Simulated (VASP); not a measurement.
# SiO2 (P4_12_12) in VASP: a series of runs

SiO2 is run at these levels: PBE, PBE0; tasks: single point, relaxation of the atoms.

All numbers are computed with VASP 6.6.1; they aren't measurements. Logs are shortened: lines on timing, memory, paths and dates and some standing lists are left out, and cuts for length are marked.

### 1 The cell of the first run

It takes space group P4_12_12 (No. 92, tetragonal). Conventional cell: a = 5.081 Å, b = 5.081 Å, c = 7.094 Å, α = 90.00°, β = 90.00°, γ = 90.00°. Si (site symmetry 2) has 4 O at 1.63 Å within 2.2 Å. O (site symmetry 1) has 2 Si at 1.63 Å within 2.2 Å.

### 2 Single point, PBE

File INCAR:

```
PREC = Accurate
ENCUT = 600
EDIFF = 1E-6
ISMEAR = 0
SIGMA = 0.01
LREAL = F
LASPH = T
NELM = 120
ALGO = Normal
ISIF = 2
LWAVE = F
LCHARG = F
GGA = PE
NBANDS = 82
GGA_COMPAT = F
```

File KPOINTS:

```
Automatic mesh
0
Gamma
  1 1 1
  0.25 0.25 0.25
```

File POSCAR:

```
SiO2
1.0
    0.0000000000      5.0813926900      7.0944098900
    5.0813926900      0.0000000000      7.0944098900
    5.0813926900      5.0813926900      0.0000000000
Si O
8 16
Direct
    0.2500000000      0.2500000000      0.4557663000
    0.7500000000      0.7500000000      0.9557663000
    0.0807663000      0.6692337000      0.1250000000
    0.5807663000      0.1692337000      0.6250000000
    0.4192337000      0.8307663000      0.3750000000
    0.9192337000      0.3307663000      0.8750000000
    0.0000000000      0.0000000000      0.2942337000
    0.5000000000      0.5000000000      0.7942337000
    0.0892867275      0.2360795175      0.6696805075
    0.5892867275      0.7360795175      0.1696805075
    0.4860795175      0.3392867275      0.7549532475
    0.9860795175      0.8392867275      0.2549532475
    0.4107132725      0.2639204825      0.4950467525
    0.9107132725      0.7639204825      0.9950467525
    0.2053194925      0.8700467525      0.3889204825
    0.7053194925      0.3700467525      0.8889204825
    0.0139204825      0.1607132725      0.0803194925
    0.5139204825      0.6607132725      0.5803194925
    0.3799532475      0.0446805075      0.3610795175
    0.8799532475      0.5446805075      0.8610795175
    0.2946805075      0.6299532475      0.9642867275
    0.7946805075      0.1299532475      0.4642867275
    0.1200467525      0.4553194925      0.2857132725
    0.6200467525      0.9553194925      0.7857132725
```

Potentials or basis: VASP PAW PBE potentials, release 64 (Si, O).

Launch:

```
> cat potpaw_PBE.64/Si/POTCAR potpaw_PBE.64/O/POTCAR > POTCAR
> mpirun -np 1 vasp_std > vasp.out
```

OUTCAR:

```text
PREC = Accurate
   ENCUT = 600
   EDIFF = 1E-6
   ISMEAR = 0
   LREAL = F
   LASPH = T
   NELM = 120
   ISIF = 2
   GGA = PE

 ion  position               nearest neighbor table
   1  0.250  0.250  0.456-   9 1.63  13 1.63  19 1.63  23 1.63   5 3.13   6 3.13   3 3.13   4 3.13

   2  0.750  0.750  0.956-  10 1.63  14 1.63  20 1.63  24 1.63   5 3.13   6 3.13   3 3.13   4 3.13

   3  0.081  0.669  0.125-  21 1.63  23 1.63  12 1.63  14 1.63   1 3.13   2 3.13   7 3.13   8 3.13
[... 13 lines left out ...]
  11  0.486  0.339  0.755-   8 1.63   4 1.63
  12  0.986  0.839  0.255-   7 1.63   3 1.63
  13  0.411  0.264  0.495-   1 1.63   4 1.63
  14  0.911  0.764  0.995-   2 1.63   3 1.63
[... 8 lines left out ...]
  23  0.120  0.455  0.286-   3 1.63   1 1.63
  24  0.620  0.955  0.786-   4 1.63   2 1.63

  LATTYP: Found a body centered tetragonal cell.
 ALAT       =     7.1861744579
 C/A-ratio  =     1.9744608015

  Lattice vectors:

 A1 = (  -5.0813926900,   0.0000000000,   7.0944098900)
 A2 = (   5.0813926900,   0.0000000000,   7.0944098900)
 A3 = (   0.0000000000,   5.0813926900,  -7.0944098900)

Analysis of symmetry for initial positions (statically):
=====================================================================
 Subroutine PRICEL returns following result:

  LATTYP: Found a simple tetragonal cell.
 ALAT       =     5.0813926900
 C/A-ratio  =     1.3961546219

  Lattice vectors:

 A1 = (   5.0813926900,   0.0000000000,   0.0000000000)
 A2 = (   0.0000000000,   5.0813926900,   0.0000000000)
 A3 = (   0.0000000000,   0.0000000000,   7.0944098900)

   2 primitive cells build up your supercell.

 Routine SETGRP: Setting up the symmetry group for a
 body centered tetragonal supercell.

 Subroutine GETGRP returns: Found  8 space group operations
 (whereof  2 operations were pure point group operations)
 out of a pool of 16 trial point group operations.

The static configuration has the point symmetry C_2 .
 The point group associated with its full space group is D_4 .

Analysis of symmetry for dynamics (positions and initial velocities):
=====================================================================
 Subroutine PRICEL returns following result:

  LATTYP: Found a simple tetragonal cell.
 ALAT       =     5.0813926900
 C/A-ratio  =     1.3961546219

  Lattice vectors:

 A1 = (   5.0813926900,   0.0000000000,   0.0000000000)
 A2 = (   0.0000000000,   5.0813926900,   0.0000000000)
 A3 = (   0.0000000000,   0.0000000000,   7.0944098900)

   2 primitive cells build up your supercell.
[... 110 lines left out ...]
   NFREE  =      0    steps in history (QN), initial steepest desc. (CG)
   ISIF   =      2    stress and relaxation
   ISYM   =      2    0-nonsym 1-usesym 2-fastsym
   POTIM  = 0.5000    time-step for ionic-motion
   TEBEG  =    0.0;   TEEND  =   0.0 temperature during run
   PSTRESS=    0.0 pullay stress
   NELECT =     128.0000    total number of electrons
   NUPDOWN=      -1.0000    fix difference up-down
   EMIN   =  10.00;   EMAX   =-10.00  energy-range for DOS
   EFERMI =   0.00;   METHOD = LEGACY
   ISMEAR =     0;   SIGMA  =   0.01  broadening in eV -4-tet -1-fermi 0-gaus
   EFERMI_NEDOS =   21; number of points for ismear=-14 and -15
   IALGO  =     38    algorithm
   IMIX   =      4    mixing-type and parameters
     AMIX     =   0.40;   BMIX     =  1.00
     AMIX_MAG =   1.60;   BMIX_MAG =  1.00
  volume/ion in A,a.u.               =      15.27       103.01
  Fermi-wavevector in a.u.,A,eV,Ry     =   1.153031  2.178912 18.088672  1.329480
  Thomas-Fermi vector in A             =   2.289678
   LORBIT       =      0    0 simple, 1 ext, 2 COOP (PROOUT), +10 PAW based schemes
   GGA     = PE    functional components
   LHFCALC =     F    Hartree Fock is set to
   AEXX    =    0.0000 exact exchange contribution
   IVDW    =     0    specifies the selected vdW correction
   LEPSILON=     F    determine dielectric tensor
   LRPA    =     F    only Hartree local field effects (RPA)
 non-spin polarized calculation
 Gauss-broadening in eV      SIGMA  =   0.01
  energy-cutoff  :      600.00
  volume of cell :      366.36
 maximum number of plane-waves:     12237
 NGX is ok and might be reduce to    70
   NGX = 35   NGY = 35   NGZ = 29

 number of electron     127.9999984 magnetization

 Free energy of the ion-electron system (eV)
  ---------------------------------------------------
  ext. energy  EPLUGINS =         0.00000000
  ---------------------------------------------------
  free energy    TOTEN  =      -189.90449743 eV

  energy without entropy =     -189.90449743  energy(sigma->0) =     -189.90449743

 E-fermi :  -0.3280     XC(G=0):  -8.1081

 val. band max:       -0.3770366185   @ k =   0.2500   0.2500   0.2500
 cond. band min:       5.6260254366   @ k =   0.2500   0.2500   0.2500
 fundamental gap:      6.0030620551
 Fermi energy:        -0.3279966664

 k-point     1 :       0.2500    0.2500    0.2500
  band No.  band energies     occupation
      1     -19.5248      2.00000
      2     -19.0151      2.00000
      3     -18.9174      2.00000
      4     -18.9048      2.00000
      5     -18.5593      2.00000
      6     -18.5079      2.00000
[... 68 lines left out ...]
     75       9.2170      0.00000
     76       9.2750      0.00000
 [bands above 76 left out]

------------------------ aborting loop because EDIFF is reached ----------------------------------------

  FORCE on cell =-STRESS in cart. coord.  units (eV):
  Direction    XX          YY          ZZ          XY          YZ          ZX
  --------------------------------------------------------------------------------------
  -------------------------------------------------------------------------------------
  Total       -0.3457571     -0.3457571     -0.3042954      0.0000000      0.0000000      0.0000000
  in kB       -1.5120630     -1.5120630     -1.3307429      0.0000000      0.0000000      0.0000000
  external PRESSURE =      -1.4516230 kB  Pullay stress =       0.0000000 kB

 VOLUME and BASIS-vectors are now :
 -----------------------------------------------------------------------------
  energy-cutoff  :      600.00
  volume of cell :      366.36
      direct lattice vectors                 reciprocal lattice vectors
     0.000000000  5.081392690  7.094409890    -0.098398221  0.098398221  0.070478025
     5.081392690  0.000000000  7.094409890     0.098398221 -0.098398221  0.070478025
     5.081392690  5.081392690  0.000000000     0.098398221  0.098398221 -0.070478025

 POSITION                                       TOTAL-FORCE (eV/Angst)
 -----------------------------------------------------------------------------------
      3.58628      3.58628      3.54720        -0.014691     -0.014691     -0.000000
      8.66767      8.66767     10.64161        -0.014691     -0.014691      0.000000
      4.03581      1.04558      5.32081         0.014691     -0.014691      0.000000
      4.03581      6.12697      5.32081         0.014691     -0.014691      0.000000
      6.12697      4.03581      8.86801        -0.014691      0.014691      0.000000
      6.12697      9.11721      8.86801        -0.014691      0.014691      0.000000
[... 16 lines left out ...]
      3.76548      2.06183      4.08188        -0.003337      0.012407      0.019668
      8.84687      7.14322     11.17629        -0.003337      0.012407      0.019668
 -----------------------------------------------------------------------------------
    total drift:                               -0.000029      0.000029      0.000000

  FREE ENERGIE OF THE ION-ELECTRON SYSTEM (eV)
  ---------------------------------------------------
  free  energy   TOTEN  =      -189.9044974268 eV

  energy  without entropy=     -189.9044974268  energy(sigma->0) =     -189.90449743
```

OSZICAR:

```text
N       E                     dE             d eps       ncg     rms          rms(c)
DAV:   1     0.971087827638E+03    0.97109E+03   -0.70885E+04   164   0.159E+03
DAV:   2    -0.128669797980E+03   -0.10998E+04   -0.10748E+04   206   0.343E+02
DAV:   3    -0.214225996031E+03   -0.85556E+02   -0.85145E+02   192   0.104E+02
DAV:   4    -0.215647130732E+03   -0.14211E+01   -0.14169E+01   200   0.145E+01
DAV:   5    -0.215679886799E+03   -0.32756E-01   -0.32721E-01   192   0.210E+00    0.407E+01
DAV:   6    -0.189871647889E+03    0.25808E+02   -0.11020E+02   192   0.349E+01    0.189E+01
DAV:   7    -0.189899447075E+03   -0.27799E-01   -0.28973E+00   208   0.531E+00    0.710E+00
DAV:   8    -0.189877180884E+03    0.22266E-01   -0.13811E-01   192   0.173E+00    0.273E+00
DAV:   9    -0.189899564641E+03   -0.22384E-01   -0.77633E-02   200   0.129E+00    0.547E-01
DAV:  10    -0.189904881131E+03   -0.53165E-02   -0.12052E-02   184   0.387E-01    0.193E-01
DAV:  11    -0.189904462874E+03    0.41826E-03   -0.37589E-03   192   0.224E-01    0.256E-02
DAV:  12    -0.189904488702E+03   -0.25829E-04   -0.87305E-05   200   0.358E-02    0.273E-02
DAV:  13    -0.189904496606E+03   -0.79032E-05   -0.22812E-05   184   0.179E-02    0.518E-03
DAV:  14    -0.189904497427E+03   -0.82115E-06   -0.62435E-07   136   0.341E-03
   1 F= -.18990450E+03 E0= -.18990450E+03  d E =-.202770E-12
```

Wall time 2.5 min (1 thread of Intel Xeon 8259CL, shared host); peak memory 0.59 GiB.

What came out:

* Free energy: -189.9045 eV
* Pressure: -0.1 GPa
* Largest force: 0.023 eV/Å

Forces on the atoms (eV/Å):
```
Si  -0.015 -0.015  0.000
Si  -0.015 -0.015  0.000
Si   0.015 -0.015  0.000
Si   0.015 -0.015  0.000
Si  -0.015  0.015  0.000
Si  -0.015  0.015  0.000
Si   0.015  0.015  0.000
Si   0.015  0.015  0.000
O    0.012  0.003  0.020
O    0.012  0.003  0.020
O   -0.012 -0.003  0.020
O   -0.012 -0.003  0.020
O    0.003  0.012 -0.020
O    0.003  0.012 -0.020
O    0.003 -0.012  0.020
O    0.003 -0.012  0.020
O   -0.003 -0.012 -0.020
O   -0.003 -0.012 -0.020
O    0.012 -0.003 -0.020
O    0.012 -0.003 -0.020
O   -0.012  0.003 -0.020
O   -0.012  0.003 -0.020
O   -0.003  0.012  0.020
O   -0.003  0.012  0.020
```

Caveat: the k points lie up to 0.98 Å⁻¹ apart, too coarse for converged energies, forces and pressures.

### 3 Single point, PBE0

POSCAR is that of step 2.

File INCAR.step1:

```
SYSTEM = SiO2
PREC = Accurate
ENCUT = 520
EDIFF = 1E-5
ISMEAR = -1
SIGMA = 0.01
LREAL = .FALSE.
LASPH = .TRUE.
NELM = 120
ALGO = Normal
ISIF = 2
LWAVE = .TRUE.
GGA = PE
NBANDS = 82
GGA_COMPAT = .FALSE.
```

File INCAR.step2:

```
SYSTEM = SiO2
PREC = Accurate
ENCUT = 520
EDIFF = 1E-6
ISMEAR = -1
SIGMA = 0.01
LREAL = .FALSE.
LASPH = .TRUE.
NELM = 120
ALGO = Normal
ISIF = 2
LWAVE = .FALSE.
LCHARG = .TRUE.
GGA = PE
LHFCALC = .TRUE.
AEXX = 0.25
PRECFOCK = Fast
LELF = .TRUE.
LVHAR = .TRUE.
ISTART = 1
NBANDS = 82
GGA_COMPAT = .FALSE.
```

KPOINTS is that of step 2.

Potentials or basis: VASP PAW PBE potentials, release 64 (Si, O).

Launch:

```
> cat potpaw_PBE.64/Si/POTCAR potpaw_PBE.64/O/POTCAR > POTCAR
> cp INCAR.step1 INCAR
> mpirun -np 1 vasp_std > vasp.out
> cp INCAR.step2 INCAR
> mpirun -np 1 vasp_std > vasp.out
```

Wall time 30 min (1 thread of Intel Xeon 8259CL, shared host); peak memory 0.64 GiB.

It converged, with:

```
Free energy   : -246.1517 eV
Pressure      : -4.6 GPa
Largest force : 0.336 eV/Å
```

Forces on the atoms (eV/Å):
```
Si  -0.035 -0.035  0.000
Si  -0.035 -0.035  0.000
Si   0.035 -0.035  0.000
Si   0.035 -0.035  0.000
Si  -0.035  0.035  0.000
Si  -0.035  0.035  0.000
Si   0.035  0.035  0.000
Si   0.035  0.035  0.000
O    0.182 -0.030  0.281
O    0.182 -0.030  0.281
O   -0.182  0.030  0.281
O   -0.182  0.030  0.281
O   -0.030  0.182 -0.281
O   -0.030  0.182 -0.281
O   -0.030 -0.182  0.281
O   -0.030 -0.182  0.281
O    0.030 -0.182 -0.281
O    0.030 -0.182 -0.281
O    0.182  0.030 -0.281
O    0.182  0.030 -0.281
O   -0.182 -0.030 -0.281
O   -0.182 -0.030 -0.281
O    0.030  0.182  0.281
O    0.030  0.182  0.281
```

Stress tensor (GPa, compression positive):
```
-4.51  0.00  0.00
 0.00 -4.51  0.00
 0.00  0.00 -4.79
```

Levels at points of the mesh, in eV from the Fermi level:
```
           k point  band 61  band 62  band 63  band 64  band 65  band 66  band 67  band 68
(0.25, 0.25, 0.25)    -0.63    -0.63    -0.56    -0.31     8.26    10.56    10.85    11.07
```

Caveat: the k points lie up to 0.98 Å⁻¹ apart, too coarse for converged energies, forces and pressures; the PAW data sets were made with another functional, which shifts forces and pressure a little.

(Part 1 of 2 ends here.)
